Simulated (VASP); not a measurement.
**SnO2: single point with r2SCAN**

SnO2:

```
CELL_PARAMETERS angstrom
5.04553 0.00000 0.00000
0.00000 5.04553 0.00000
0.00000 0.00000 3.08549
ATOMIC_POSITIONS crystal
Sn 0.50000 0.50000 0.50000
Sn 0.00000 0.00000 0.00000
O 0.30723 0.30723 0.00000
O 0.80723 0.19277 0.50000
O 0.19277 0.80723 0.50000
O 0.69277 0.69277 0.00000
```

This cell differs from its parent crystal: biaxial strain in the a-b plane: +6.0 %.

- Program: VASP 6.6.1
- Task: single point
- Functional: r2SCAN
- Potentials or basis: VASP PAW PBE potentials, release 64 (Sn_d, O)
- Cutoff: 520 eV
- k mesh: 6 × 6 × 8
- Occupations: gaussian, width 0.02 eV
- Spin: no spin polarisation
- Dipole correction: no
- Further INCAR settings: ALGO = Normal; EDIFF = 1e-06; NBANDS = 35

```
Pressure               : -8.7 GPa
Largest force          : 0.120 eV/Å
Band gap on the k mesh : 1.31 eV
```

Forces in eV/Å, atoms in the order of the input:
```
Sn   0.000  0.000  0.000
Sn   0.000  0.000  0.000
O    0.085  0.085  0.000
O    0.085 -0.085  0.000
O   -0.085  0.085  0.000
O   -0.085 -0.085  0.000
```

Stress tensor (GPa, compression positive):
```
-14.31   0.00   0.00
  0.00 -14.31   0.00
  0.00   0.00   2.45
```

Levels at points of the mesh, in eV from the valence-band top:
```
           k point  band 22  band 23  band 24  band 25  band 26  band 27  band 28  band 29  band 30  band 31
(0.00, 0.00, 0.00)    -0.96    -0.96    -0.81    -0.81     0.00     1.31     6.82     7.23     7.23    10.55
(0.50, 0.00, 0.00)    -1.90    -0.93    -0.93    -0.67    -0.67     4.27     4.27     8.09     8.09    10.41
(0.50, 0.50, 0.00)    -1.70    -1.00    -1.00    -0.97    -0.97     4.85     4.85     8.13     8.13    10.42
(0.00, 0.00, 0.50)    -2.43    -1.39    -1.39    -1.14    -1.14     6.06     6.06     9.61     9.61    10.51
(0.50, 0.00, 0.50)    -1.57    -1.01    -1.01    -0.86    -0.86     6.23     6.23     7.68     7.68    11.89
(0.50, 0.50, 0.50)    -2.39    -0.94    -0.94    -0.84    -0.84     4.76     4.76     9.09     9.09    11.06
```

Run time: 4.2 min on 1 thread of Intel(R) Xeon(R) 6975P-C (Granite Rapids) (shared host), peak memory 0.26 GiB.

Caveat: the cell differs from its parent crystal (biaxial strain in the a-b plane: +6.0 %); the cell stands under tension; the PAW data sets were made with another functional, which shifts forces and pressure a little; spin-orbit coupling is left out, which moves the levels of the heavy elements.
